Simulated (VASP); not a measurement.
MgO (rocksalt type):

```
Mg O
1.0
     0.00000    2.15443    2.15443
     2.15443    0.00000    2.15443
     2.15443    2.15443    0.00000
Mg O
1 1
Direct
  0.00000 0.00000 0.00000
  0.50000 0.50000 0.50000
```

- Program: VASP 6.6.1
- Task: relaxation of cell and atoms
- Functional: PBE
- Potentials or basis: VASP PAW PBE potentials, release 64 (Mg, O)
- Cutoff: 600 eV
- k mesh: 16 × 16 × 16
- Occupations: fermi-dirac, width 0.08 eV
- Spin: no spin polarisation

At the start: pressure -6.3 GPa; volume 10.00 Å³/atom.

Task: Where does the relaxation end?

Result: Over 3 steps the energy falls by 9.0 meV/atom and the volume is 9.56 Å³/atom (-4.4 %); space group Fm-3m (No. 225, to 0.05 Å).

The path:
```csv
step,energy change (eV),largest force (eV/Å),pressure (GPa),volume (Å³)
1,0.0000,0.0000,-6.30,20.00
2,-0.0167,0.0000,1.89,18.88
3,-0.0180,0.0000,0.00,19.11
```

Final structure:
```yaml
crystal:
  lattice:
    - [0.00000, 2.12213, 2.12213]
    - [2.12213, 0.00000, 2.12213]
    - [2.12213, 2.12213, 0.00000]
  atoms:
    - { symbol: Mg, position: [0.00000, 0.00000, 0.00000] }
    - { symbol: O, position: [0.50000, 0.50000, 0.50000] }
```
